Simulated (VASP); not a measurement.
# InSe in VASP: a series of runs, part 2 of 2

VASP 6.6.1. Earlier steps stand in the parts before.

### 4 Single point, PBE+D3(BJ) (layers slid over each other)

The input, INCAR:

```
SYSTEM = InSe
  ALGO = Normal
  DIPOL = 0.5 0.5 0.408
  EDIFF = 1E-6
  ENCUT = 520
  GGA = PE
  IDIPOL = 3
  ISIF = 2
  ISMEAR = 0
  IVDW = 12
  LASPH = .True.
  LCHARG = .False.
  LDIPOL = .True.
  LREAL = .False.
  LWAVE = .False.
  NBANDS = 48
  NELM = 100
  PREC = Accurate
  SIGMA = 0.05
```

The input, KPOINTS:

```
k-points
0
Gamma
  9 9 1
  0 0 0
```

The input, POSCAR:

```
InSe
1.0
    4.0266103653      0.0000000000      0.0000000000
   -2.0133051827      3.4871468675      0.0000000000
    0.0000000000      0.0000000000     28.2707107737
Se In
4 4
Direct
    0.0000000000      0.0000000000      0.1591753400
    0.0000000000      0.0000000000      0.3496677344
    0.2222222222      0.4444444444      0.4667500401
    0.2222222222      0.4444444444      0.6572424345
    0.6666666667      0.3333333333      0.2049979902
    0.6666666667      0.3333333333      0.3038451596
   -0.4444444444      0.1111111111      0.5125726903
   -0.4444444444      0.1111111111      0.6114198596
```

Potentials or basis: VASP PAW PBE potentials, release 64 (Se, In_d).

Started as:

```sh
$ cat potpaw_PBE.64/Se/POTCAR potpaw_PBE.64/In_d/POTCAR > POTCAR
$ mpirun -np 1 vasp_std > vasp.out
```

OUTCAR:

```text
SYSTEM = InSe
   EDIFF = 1E-6
   ENCUT = 520
   GGA = PE
   ISIF = 2
   ISMEAR = 0
   IVDW = 12
   LASPH = .True.
   LREAL = .False.
   NELM = 100
   PREC = Accurate
 IVDW          = 12

 ion  position               nearest neighbor table
   1  0.000  0.000  0.159-   5 2.66   5 2.66   5 2.66
   2  0.000  0.000  0.350-   6 2.66   6 2.66   6 2.66
   3  0.222  0.444  0.467-   7 2.66   7 2.66   7 2.66
   4  0.222  0.444  0.657-   8 2.66   8 2.66   8 2.66
   5  0.667  0.333  0.205-   1 2.66   1 2.66   1 2.66   6 2.79
   6  0.667  0.333  0.304-   2 2.66   2 2.66   2 2.66   5 2.79
   7  0.556  0.111  0.513-   3 2.66   3 2.66   3 2.66   8 2.79
   8  0.556  0.111  0.611-   4 2.66   4 2.66   4 2.66   7 2.79

  LATTYP: Found a hexagonal cell.
 ALAT       =     4.0266103653
 C/A-ratio  =     7.0209700490

  Lattice vectors:

 A1 = (   4.0266103653,   0.0000000000,   0.0000000000)
 A2 = (  -2.0133051827,   3.4871468675,   0.0000000000)
 A3 = (   0.0000000000,   0.0000000000,  28.2707107737)

Analysis of symmetry for initial positions (statically):
=====================================================================
 Subroutine PRICEL returns:
 Original cell was already a primitive cell.

[... 1414 lines left out ...]
     48       5.3360      0.00000

 [... further k-points ...]

------------------------ aborting loop because EDIFF is reached ----------------------------------------

 vacuum level on the upper side and lower side of the slab       (xc-potential included)        -0.108        -0.108

 Edisp (eV)   -2.02401

 E8    (eV) :    -0.9491

  FORCE on cell =-STRESS in cart. coord.  units (eV):
  Direction    XX          YY          ZZ          XY          YZ          ZX
  --------------------------------------------------------------------------------------
  -------------------------------------------------------------------------------------
  Total      -0.06361     0.04230    -0.18608    -0.00000     0.21787    -0.00000
  in kB      -0.25675     0.17073    -0.75106    -0.00000     0.87933    -0.00000
  external pressure =       -0.28 kB  Pullay stress =        0.00 kB

 VOLUME and BASIS-vectors are now :
 -----------------------------------------------------------------------------
  energy-cutoff  :      520.00
  volume of cell :      396.96
      direct lattice vectors                 reciprocal lattice vectors
     4.026610365  0.000000000  0.000000000     0.248347843  0.143383694  0.000000000
    -2.013305183  3.487146867  0.000000000     0.000000000  0.286767388  0.000000000
     0.000000000  0.000000000 28.270710774     0.000000000  0.000000000  0.035372298

 POSITION                                       TOTAL-FORCE (eV/Angst)
 -----------------------------------------------------------------------------------
      0.00000      0.00000      4.50000         0.000000     -0.001962     -0.011281
      0.00000      0.00000      9.88536         0.000000     -0.061420      0.024698
     -0.00000      1.54984     13.19536        -0.000000      0.061420     -0.024698
     -0.00000      1.54984     18.58071        -0.000000      0.001962      0.011281
      2.01331      1.16238      5.79544         0.000000     -0.004915      0.011871
      2.01331      1.16238      8.58992        -0.000000      0.011334      0.010648
      2.01331      0.38746     14.49079         0.000000     -0.011334     -0.010648
      2.01331      0.38746     17.28527        -0.000000      0.004915     -0.011871
 -----------------------------------------------------------------------------------
    total drift:                               -0.000001      0.000000     -0.003155

  FREE ENERGIE OF THE ION-ELECTRON SYSTEM (eV)
  ---------------------------------------------------
  free  energy   TOTEN  =       -30.4006447293 eV

  energy  without entropy=      -30.4006447293  energy(sigma->0) =      -30.40064473

 vacuum level on the upper side and lower side of the slab         5.402         5.403
```

stdout:

```text
POSCAR found type information on POSCAR SeIn
 POSCAR found :  2 types and       8 ions
 scaLAPACK will be used
 LDA part: xc-table for (Slater+PW92), standard interpolation
 POSCAR, INCAR and KPOINTS ok, starting setup
 FFT: planning ... GRIDC
 FFT: planning ... GRID_SOFT
 FFT: planning ... GRID
 WAVECAR not read
 entering main loop
```

Run time: 23 min. Hardware: 1 thread of Intel Xeon 8259CL, shared host; peak memory 0.67 GiB.

What came out:

| Quantity | Value |
| --- | --- |
| Free energy | -30.4006 eV |
| Largest force | 0.066 eV/Å |
| Band gap on the k mesh | 1.12 eV (least direct gap 1.17 eV) |
| Dispersion energy per atom | -0.253 eV |

Forces on the atoms (eV/Å):
```
Se   0.000 -0.002 -0.011
Se   0.000 -0.061  0.025
Se   0.000  0.061 -0.025
Se   0.000  0.002  0.011
In   0.000 -0.005  0.012
In   0.000  0.011  0.011
In   0.000 -0.011 -0.011
In   0.000  0.005 -0.012
```

Caveat: the cell differs from its parent crystal (layers slid over each other); spin-orbit coupling is left out, which moves the levels of the heavy elements.

### 5 The runs side by side

```tsv
cell	gap on the mesh (eV)	largest force (eV/Å)
as given, atomic positions A	1.13	0.06
as given, atomic positions B	1.03	0.14
as given, atomic positions C	1.12	0.07
```

Alike in all rows: task single point; level PBE+D3(BJ); potentials or basis VASP PAW PBE potentials, release 64 (Se, In_d); no spin polarisation; k mesh 9 × 9 × 1; cutoff (eV) 520; smearing gaussian 0.05 eV.

Caveats: spin-orbit coupling is left out, which moves the levels of the heavy elements.

Absolute energies hang on the potentials; compare differences alone.
